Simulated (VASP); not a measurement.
# HC20 in VASP: notebook, part 2 of 2

VASP 6.6.1.

## 4. Single point, PBE+D3(BJ)

File INCAR:

```
SYSTEM = HC20
ALGO = Fast
DIPOL = 0.5 0.5 0.305
EDIFF = 1E-6
ENCUT = 520
GGA = PE
IDIPOL = 3
ISIF = 2
ISMEAR = 0
IVDW = 12
LASPH = .TRUE.
LCHARG = .FALSE.
LDIPOL = .TRUE.
LREAL = Auto
LWAVE = .FALSE.
NBANDS = 56
NELM = 100
PREC = Accurate
SIGMA = 0.1
```

File KPOINTS:

```
k-points
0
G
  6 4 1
  0 0 0
```

File POSCAR:

```
HC20
1.0
    4.9292027291      0.0000000000      0.0000000000
    0.0000000000      6.8054113579      0.0000000000
    0.0000000000      0.0000000000     22.2346643469
C H
20 1
Direct
    0.3122885183      0.2500141188      0.1798992752
    0.8122885183      0.2500141188      0.1798992752
    0.0622635010      0.2500141188      0.2119095571
    0.5622635010      0.2500141188      0.2119095571
    0.1871989222      0.7499858812      0.2279080302
    0.6871989222      0.7499858812      0.2279080302
    0.4371739048      0.7499858812      0.2599183120
    0.9371739048      0.7499858812      0.2599183120
    0.0621093260      0.2500141188      0.2759167852
    0.5621093260      0.2500141188      0.2759167852
    0.3120409925      0.2500133946      0.3071026518
    0.8120409925      0.2500133946      0.3071026518
    0.4371093881      0.7499905632      0.3309339292
    0.9371093881      0.7499905632      0.3309339292
    0.1866551682      0.7499900467      0.3565506911
    0.6866551682      0.7499900467      0.3565506911
    0.3119519864      0.2500147752      0.3740490919
    0.8119519864      0.2500147752      0.3740490919
    0.0621664184      0.2500173699      0.4018349100
    0.5621664184      0.2500173699      0.4018349100
    0.0621664184      0.4166840366      0.5502518120
```

Potentials or basis: VASP PAW PBE potentials, release 64 (C, H).

Launch:

```bash
$ cat potpaw_PBE.64/C/POTCAR potpaw_PBE.64/H/POTCAR > POTCAR
$ mpirun -np 1 vasp_std > vasp.out
```

OUTCAR:

```text
SYSTEM = HC20
   EDIFF = 1E-6
   ENCUT = 520
   GGA = PE
   ISIF = 2
   ISMEAR = 0
   IVDW = 12
   LASPH = .TRUE.
   LREAL = Auto
   NELM = 100
   PREC = Accurate
 IVDW          = 12

 ion  position               nearest neighbor table
   1  0.312  0.250  0.180-   4 1.42   3 1.42
   2  0.812  0.250  0.180-   3 1.42   4 1.42
   3  0.062  0.250  0.212-   2 1.42   9 1.42   1 1.42
   4  0.562  0.250  0.212-   1 1.42  10 1.42   2 1.42
   5  0.187  0.750  0.228-   7 1.42   8 1.42
   6  0.687  0.750  0.228-   8 1.42   7 1.42
   7  0.437  0.750  0.260-   5 1.42   6 1.42  13 1.58
   8  0.937  0.750  0.260-   6 1.42   5 1.42  14 1.58
   9  0.062  0.250  0.276-  11 1.41  12 1.41   3 1.42
  10  0.562  0.250  0.276-  12 1.41  11 1.41   4 1.42
  11  0.312  0.250  0.307-   9 1.41  10 1.41  17 1.49
  12  0.812  0.250  0.307-  10 1.41   9 1.41  18 1.49
  13  0.437  0.750  0.331-  16 1.36  15 1.36   7 1.58
  14  0.937  0.750  0.331-  15 1.36  16 1.36   8 1.58
  15  0.187  0.750  0.357-  14 1.36  13 1.36
  16  0.687  0.750  0.357-  13 1.36  14 1.36
  17  0.312  0.250  0.374-  19 1.38  20 1.38  11 1.49
  18  0.812  0.250  0.374-  20 1.38  19 1.38  12 1.49
  19  0.062  0.250  0.402-  17 1.38  18 1.38
  20  0.562  0.250  0.402-  18 1.38  17 1.38
  21  0.062  0.417  0.550-

  LATTYP: Found a simple orthorhombic cell.
 ALAT       =     4.9292027291
 B/A-ratio  =     1.3806312566
 C/A-ratio  =     4.5108033832

  Lattice vectors:

 A1 = (   4.9292027291,   0.0000000000,   0.0000000000)
 A2 = (   0.0000000000,   6.8054113579,   0.0000000000)
 A3 = (   0.0000000000,   0.0000000000,  22.2346643469)

Analysis of symmetry for initial positions (statically):
=====================================================================
 Subroutine PRICEL returns:
 Original cell was already a primitive cell.

 Routine SETGRP: Setting up the symmetry group for a
 simple orthorhombic supercell.

[... 175 lines left out ...]
   LRPA    =     F    only Hartree local field effects (RPA)
 non-spin polarized calculation
 RMM-DIIS sequential band-by-band and
 Gauss-broadening in eV      SIGMA  =   0.10
  energy-cutoff  :      520.00
  volume of cell :      745.87
 maximum number of plane-waves:     20120
 NGX is ok and might be reduce to    40
   NGX = 19   NGY = 25   NGZ = 83

 dipolmoment           0.000000      0.000000      0.381810 electrons x Angstroem

 number of electron      81.0000009 magnetization

 dipolmoment           0.000000      0.000000     -0.050720 electrons x Angstroem

 Free energy of the ion-electron system (eV)
  ---------------------------------------------------
  ext. energy  EPLUGINS =         0.00000000
  ---------------------------------------------------
  free energy    TOTEN  =      -160.50532341 eV

  energy without entropy =     -160.39222028  energy(sigma->0) =     -160.44877184

 E-fermi :  -3.9904     XC(G=0):  -3.5225

 val. band max:       -3.9950005423   @ k =   0.0000   0.5000   0.0000
 cond. band min:      -3.9849677704   @ k =   0.3333   0.5000   0.0000
 fundamental gap:      0.0100327720
 Fermi energy:        -3.9904137462

 k-point     1 :       0.0000    0.0000    0.0000
  band No.  band energies     occupation
      1     -22.6726      2.00000
      2     -21.6601      2.00000
      3     -20.9706      2.00000
      4     -19.0607      2.00000
      5     -18.6147      2.00000
      6     -18.4969      2.00000
[... 759 lines left out ...]
     51       1.6881      0.00000
     52       2.8155      0.00000
 [bands above 52 left out]

------------------------ aborting loop because EDIFF is reached ----------------------------------------

 vacuum level on the upper side and lower side of the slab       (xc-potential included)        -0.240         0.023

 Edisp (eV)   -2.16102

 E8    (eV) :    -0.6463

  FORCE on cell =-STRESS in cart. coord.  units (eV):
  Direction    XX          YY          ZZ          XY          YZ          ZX
  --------------------------------------------------------------------------------------
  -------------------------------------------------------------------------------------
  Total      -0.79781    -0.50355    -4.75315     0.00192    -0.50624    -0.02294
  in kB      -1.71375    -1.08166   -10.21011     0.00412    -1.08744    -0.04928
  external pressure =       -4.34 kB  Pullay stress =        0.00 kB

 VOLUME and BASIS-vectors are now :
 -----------------------------------------------------------------------------
  energy-cutoff  :      520.00
  volume of cell :      745.87
      direct lattice vectors                 reciprocal lattice vectors
     4.929202729  0.000000000  0.000000000     0.202872565  0.000000000  0.000000000
     0.000000000  6.805411358  0.000000000     0.000000000  0.146941889  0.000000000
     0.000000000  0.000000000 22.234664347     0.000000000  0.000000000  0.044974819

 POSITION                                       TOTAL-FORCE (eV/Angst)
 -----------------------------------------------------------------------------------
      1.53933      1.70145      4.00000        -0.004017      0.002657      1.948258
      4.00393      1.70145      4.00000        -0.091593      0.003758      1.948487
      0.30691      1.70145      4.71174         0.043383     -0.003400     -3.539776
      2.77151      1.70145      4.71174         0.042106     -0.001047     -3.305300
      0.92274      5.10396      5.06746         0.061673      0.001995      3.206806
      3.38734      5.10396      5.06746         0.067039     -0.000021      3.208816
[... 13 lines left out ...]
      2.77103      1.70147      8.93466         0.000148      0.022981      0.051779
      0.30643      2.83571     12.23466         0.001088     -0.176807     -0.462314
 -----------------------------------------------------------------------------------
    total drift:                               -0.020718      0.000056      0.007372

  FREE ENERGIE OF THE ION-ELECTRON SYSTEM (eV)
  ---------------------------------------------------
  free  energy   TOTEN  =      -162.6663477103 eV

  energy  without entropy=     -162.5532445807  energy(sigma->0) =     -162.60979615

 vacuum level on the upper side and lower side of the slab         2.353         2.632
```

stdout:

```text
POSCAR found type information on POSCAR C H
 POSCAR found :  2 types and      21 ions
 scaLAPACK will be used
 LDA part: xc-table for (Slater+PW92), standard interpolation
 POSCAR, INCAR and KPOINTS ok, starting setup
 FFT: planning ... GRIDC
 FFT: planning ... GRID_SOFT
 FFT: planning ... GRID
 WAVECAR not read
 entering main loop
```

Run time: 31 min. Hardware: 1 thread of AMD EPYC 9755, shared host; peak memory 0.84 GiB.

Results:

- Free energy: -162.6663 eV
- Largest force: 3.540 eV/Å
- Band gap on the k mesh: zero (an odd number of electrons rules out a gap without spin polarisation)
- Dispersion energy per atom: -0.103 eV

Forces in eV/Å, atoms in the order of the input:
```
C   -0.004  0.003  1.948
C   -0.092  0.004  1.948
C    0.043 -0.003 -3.540
C    0.042 -0.001 -3.305
C    0.062  0.002  3.207
C    0.067  0.000  3.209
C   -0.068 -0.001 -3.199
C   -0.061 -0.001 -3.198
C    0.003  0.003  1.433
C    0.002 -0.005  1.346
C    0.026 -0.023  0.149
C   -0.028 -0.022  0.148
C    0.002 -0.003  0.022
C    0.006 -0.003  0.029
C   -0.005  0.002 -0.016
C   -0.002  0.004 -0.007
C    0.077  0.011 -0.149
C   -0.071  0.013 -0.148
C   -0.002  0.175  0.534
C    0.000  0.023  0.052
H    0.001 -0.177 -0.462
```

Caveat: an odd number of electrons without spin polarisation forces a metal; a magnetic or distorted state may lie lower.

## 5. Single point, PBE+D3(BJ)

File INCAR:

```
PREC = Accurate ; ENCUT = 520
EDIFF = 1E-6 ; ISMEAR = 0
SIGMA = 0.1 ; LREAL = Auto
LASPH = T ; NELM = 80
ALGO = Fast ; ISIF = 2
LWAVE = F ; LCHARG = T
LDIPOL = T ; IDIPOL = 3
DIPOL = 0.5 0.5 0.305 ; GGA = PE
IVDW = 12 ; LELF = T
LVHAR = T ; LVACPOTAV = T
NBANDS = 56
```

File KPOINTS:

```
regular mesh
0
Gamma
  6 4 1
```

POSCAR, as its differences from that of step 4:

```diff
@@ -28,2 +28,2 @@
     0.5621664184      0.2500173699      0.4018349100
-    0.0621664184      0.4166840366      0.5502518120
+    0.1454997517      0.4166840366      0.5502518120
```

Launch:

```bash
$ cat potpaw_PBE.64/C/POTCAR potpaw_PBE.64/H/POTCAR > POTCAR
$ mpirun -np 1 vasp_std > vasp.out
```

Run time: 29 min. Hardware: 1 thread of Oxide Virtual Turin-like, shared host; peak memory 0.86 GiB.

Results (log left out):

| Item | Value |
| --- | --- |
| Free energy | -162.6594 eV |
| Largest force | 3.525 eV/Å |
| Band gap on the k mesh | zero (an odd number of electrons rules out a gap without spin polarisation) |
| Dispersion energy per atom | -0.103 eV |

Forces in eV/Å, atoms in the order of the input:
```
C   -0.009  0.005  1.961
C   -0.086  0.001  1.936
C    0.047 -0.003 -3.525
C    0.038 -0.001 -3.319
C    0.062  0.002  3.207
C    0.066  0.000  3.209
C   -0.068 -0.001 -3.199
C   -0.061 -0.001 -3.198
C    0.016  0.002  1.426
C   -0.012 -0.004  1.349
C    0.025 -0.030  0.168
C   -0.023 -0.015  0.132
C    0.001 -0.002  0.024
C    0.007 -0.002  0.027
C   -0.004  0.002 -0.016
C   -0.003  0.003 -0.007
C    0.067  0.008 -0.180
C   -0.064  0.016 -0.117
C    0.062  0.163  0.499
C   -0.032  0.030  0.068
H   -0.030 -0.171 -0.446
```

Levels at points of the mesh, in eV from the Fermi level:
```tsv
k point	band 38	band 39	band 40	band 41	band 42	band 43
(0.00, 0.00, 0.00)	-0.37	-0.31	-0.01	0.17	0.21	0.63
(0.50, 0.00, 0.00)	-0.80	-0.24	-0.07	-0.02	0.06	0.27
(0.00, 0.50, 0.00)	-0.38	-0.30	-0.01	0.11	0.26	0.63
(0.50, 0.50, 0.00)	-0.74	-0.23	-0.05	-0.02	0.05	0.27
```

Caveat: an odd number of electrons without spin polarisation forces a metal; a magnetic or distorted state may lie lower.

## 6. Single point, PBE+D3(BJ)

File INCAR:

```
SYSTEM = HC20
PREC = Accurate ; ENCUT = 520
EDIFF = 1E-6 ; ISMEAR = 0
SIGMA = 0.1 ; LREAL = Auto
LASPH = .TRUE. ; NELM = 100
ALGO = Fast ; ISIF = 2
LWAVE = .FALSE. ; LCHARG = .FALSE.
LDIPOL = .TRUE. ; IDIPOL = 3
DIPOL = 0.5 0.5 0.305 ; GGA = PE
IVDW = 12 ; NBANDS = 56
```

File KPOINTS:

```
Automatic mesh
0
G
  6 4 1
  0 0 0
```

POSCAR, as its differences from that of step 5:

```diff
@@ -28,2 +28,2 @@
     0.5621664184      0.2500173699      0.4018349100
-    0.1454997517      0.4166840366      0.5502518120
+    0.3121664184      0.4166840366      0.5502518120
```

Potentials or basis: VASP PAW PBE potentials, release 64 (C, H).

Launch:

```bash
$ cat potpaw_PBE.64/C/POTCAR potpaw_PBE.64/H/POTCAR > POTCAR
$ mpirun -np 1 vasp_std > vasp.out
```

It took 32 min on 1 thread of Oxide Virtual Turin-like, shared host; peak memory 0.86 GiB.

It converged, with:

| Property | Result |
| --- | --- |
| Free energy | -162.6375 eV |
| Largest force | 3.419 eV/Å |
| Band gap on the k mesh | zero (an odd number of electrons rules out a gap without spin polarisation) |
| Dispersion energy per atom | -0.103 eV |

Forces on the atoms (eV/Å):
```
C   -0.047  0.009  1.975
C   -0.049 -0.002  1.924
C    0.053 -0.002 -3.418
C    0.033 -0.002 -3.419
C    0.065  0.001  3.207
C    0.062  0.000  3.208
C   -0.065  0.000 -3.198
C   -0.062 -0.001 -3.197
C    0.036 -0.002  1.381
C   -0.032 -0.001  1.382
C   -0.001 -0.037  0.190
C   -0.001 -0.007  0.123
C    0.002 -0.002  0.029
C    0.005 -0.002  0.022
C   -0.002  0.002 -0.013
C   -0.004  0.002 -0.011
C    0.003  0.002 -0.235
C    0.001  0.018 -0.059
C    0.114  0.087  0.250
C   -0.113  0.088  0.251
H    0.001 -0.151 -0.391
```

Levels at points of the mesh, in eV from the Fermi level:
| k point | band 38 | band 39 | band 40 | band 41 | band 42 | band 43 |
| --- | --- | --- | --- | --- | --- | --- |
| (0.00, 0.00, 0.00) | -0.39 | -0.31 | -0.01 | 0.17 | 0.21 | 0.63 |
| (0.50, 0.00, 0.00) | -0.80 | -0.21 | -0.07 | -0.02 | 0.06 | 0.27 |
| (0.00, 0.50, 0.00) | -0.39 | -0.31 | -0.01 | 0.11 | 0.26 | 0.64 |
| (0.50, 0.50, 0.00) | -0.74 | -0.19 | -0.05 | -0.02 | 0.05 | 0.27 |

Caveat: an odd number of electrons without spin polarisation forces a metal; a magnetic or distorted state may lie lower.

## 7. Summary

```tsv
cell	gap on the mesh (eV)	largest force (eV/Å)
as given, atomic positions A	none	3.43
as given, atomic positions B	none	3.48
as given, atomic positions C	none	3.54
as given, atomic positions D	none	3.53
as given, atomic positions E	none	3.42
```

Alike in all rows: task single point; level PBE+D3(BJ); potentials or basis VASP PAW PBE potentials, release 64 (C, H); no spin polarisation; k mesh 6 × 4 × 1; cutoff (eV) 520; smearing gaussian 0.1 eV.

Caveats: an odd number of electrons without spin polarisation forces a metal; a magnetic or distorted state may lie lower.

Absolute energies hang on the potentials; compare differences alone.

The gap in the log of VASP goes by the Fermi energy; the results here count the filled bands.